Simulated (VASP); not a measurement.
Set up this calculation in VASP 6.6.1, as the native input.

* Task: single point
* Functional: PBEsol
* Potentials or basis: VASP PAW PBE potentials, release 64 (Mg, B)
* Cutoff: 600 eV
* k mesh: 8 × 8 × 6
* Occupations: fermi-dirac, width 0.05 eV
* Spin: no spin polarisation
* Dipole correction: no
* Further INCAR settings: ALGO = Normal; EDIFF = 1e-06; NBANDS = 11

The structure of MgB2 lies in POSCAR:

```
MgB2
1.0
    3.0541500000      0.0000000000      0.0000000000
   -1.5270750000      2.6449714870      0.0000000000
    0.0000000000      0.0000000000      3.5230000000
Mg B
1 2
Direct
    0.0000000000      0.0000000000      0.0000000000
    0.6666666667      0.3333333333      0.5000000000
    0.3333333333      0.6666666667      0.5000000000
```

The input as run:

INCAR

```
SYSTEM = MgB2
  PREC = Accurate
  ENCUT = 600
  EDIFF = 1E-6
  ISMEAR = -1
  SIGMA = 0.05
  LREAL = .False.
  LASPH = .True.
  NELM = 120
  ALGO = Normal
  ISIF = 2
  LWAVE = .False.
  LCHARG = .False.
  GGA = PS
  NBANDS = 11
  GGA_COMPAT = .False.
```

KPOINTS

```
Automatic mesh
0
Gamma
  8 8 6
  0 0 0
```

Potentials or basis: VASP PAW PBE potentials, release 64 (Mg, B).

Launch:

```console
$ cat potpaw_PBE.64/Mg/POTCAR potpaw_PBE.64/B/POTCAR > POTCAR
$ mpirun -np 1 vasp_std > vasp.out
```

It gave:

```yaml
Pressure: 0.4 GPa
Band_gap_on_the_k_mesh: zero (band 4 reaches 6.41 eV, above the bottom of band 5 at 3.88 eV)
```

Caveat: the PAW data sets were made with another functional, which shifts forces and pressure a little.

Run time: 14 s on 1 thread of Intel(R) Xeon(R) Platinum 8259CL CPU @ 2.50GHz (Skylake/Cascade Lake) (shared host), peak memory 0.15 GiB.
